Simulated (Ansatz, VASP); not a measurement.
# PN: VASP beside Ansatz

```xyz
8
Lattice="-3.1699 3.1699 1.8701 3.1699 -3.1699 1.8701 3.1699 3.1699 -1.8701" Properties=species:S:1:pos:R:3 pbc="T T T"
P     0.8975    0.8975    1.8701
P     2.2723    2.2723    0.0000
P     2.2723    0.8975    0.9350
P     4.0674   -0.8975    0.9350
N     0.0000    0.0000    2.9328
N     0.0000    3.1699    0.1277
N     0.0000    0.0000    0.8074
N     0.0000    3.1699    1.7424
```

Alike in both runs: task single point; functional PBE; k mesh 6 × 6 × 6; occupations gaussian, width 0.1 eV; no spin polarisation.

```csv
,VASP,Ansatz
version,VASP 6.6.1,Ansatz 0.2.0
potentials or method,"VASP PAW PBE potentials, release 64 (P, N), cutoff 520 eV","scalar-relativistic, plane waves, PAW"
valence electrons in the cell,40,40
```

Ansatz gave:

| Quantity | Value |
| --- | --- |
| gap on the k mesh at the Fermi level (eV) | none |
| rms of the force components (eV/Å) | 8.532 |

Q: Which values does VASP return?

A: gap on the k mesh at the Fermi level (eV): none; rms of the force components (eV/Å): 8.443.

Atom by atom the forces differ by 0.094 eV/Å (rms over components). A gap of «none» marks a metal or a gap that the smearing closes. The functional is the same, so the differences come from potentials, cutoffs and numerics.
